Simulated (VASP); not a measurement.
Here is a VASP 6.6.1 calculation.

INCAR

```
SYSTEM = ZnSe
  PREC = Accurate
  ENCUT = 520
  EDIFF = 1E-6
  ISMEAR = 0
  SIGMA = 0.05
  LREAL = Auto
  LASPH = .True.
  NELM = 60
  ALGO = Normal
  ISIF = 2
  LWAVE = .False.
  LCHARG = .False.
  LDIPOL = .True.
  IDIPOL = 3
  DIPOL = 0.5 0.5 0.397
  GGA = PE
  NBANDS = 86
```

Contents of KPOINTS:

```
Automatic mesh
0
Gamma
  2 2 1
  0 0 0
```

File POSCAR:

```
ZnSe
1.0
    8.1060462640      0.0000000000      0.0000000000
   -4.0530231320      7.0200419889      0.0000000000
    0.0000000000      0.0000000000     24.8386994121
Se Zn
8 8
Direct
    0.5000000000      0.0000000000      0.3220780552
    0.5000000000      0.5000000000      0.3220780552
    0.0000000000      0.0000000000      0.3220780552
    0.0000000000      0.5000000000      0.3220780552
    0.6472347275      0.8236847364      0.4668665777
    0.6656021635      0.3331034807      0.4617830408
    0.1752353120      0.8238646719      0.4670804350
    0.1751323953      0.3525905730      0.4671032238
    0.1666666667      0.8333333333      0.3553857525
    0.1666666667      0.3333333333      0.3553857525
    0.6666666667      0.8333333333      0.3553857525
    0.6666666667      0.3333333333      0.3553857525
    0.3325647351      0.6672467635      0.4135435494
    0.3197245066      0.1605708087      0.4537195093
    0.8387467961      0.6787311500      0.4532653042
    0.8384995123      0.1605124763      0.4532566052
```

Potentials or basis: VASP PAW PBE potentials, release 64 (Se, Zn).

Launch:

```bash
$ cat potpaw_PBE.64/Se/POTCAR potpaw_PBE.64/Zn/POTCAR > POTCAR
$ mpirun -np 1 vasp_std > vasp.out
```

Task: What does it give for the largest force?

Result: 0.593 eV/Å.

Task: Predict the band gap on the k mesh.

Result: 0.83 eV, direct.

Forces on the atoms (eV/Å):
```
Se   0.000 -0.214  0.355
Se  -0.183  0.104  0.352
Se   0.002  0.001  0.441
Se   0.183  0.107  0.359
Se  -0.014  0.010  0.043
Se  -0.003  0.001  0.010
Se   0.001  0.005  0.039
Se  -0.001  0.000  0.027
Zn  -0.303  0.179 -0.478
Zn   0.007 -0.338 -0.469
Zn   0.294  0.164 -0.473
Zn  -0.009  0.000 -0.150
Zn   0.012 -0.011 -0.035
Zn   0.000  0.000 -0.013
Zn   0.003 -0.002 -0.007
Zn   0.011 -0.005 -0.001
```

Caveat: the k points lie up to 0.45 Å⁻¹ apart.
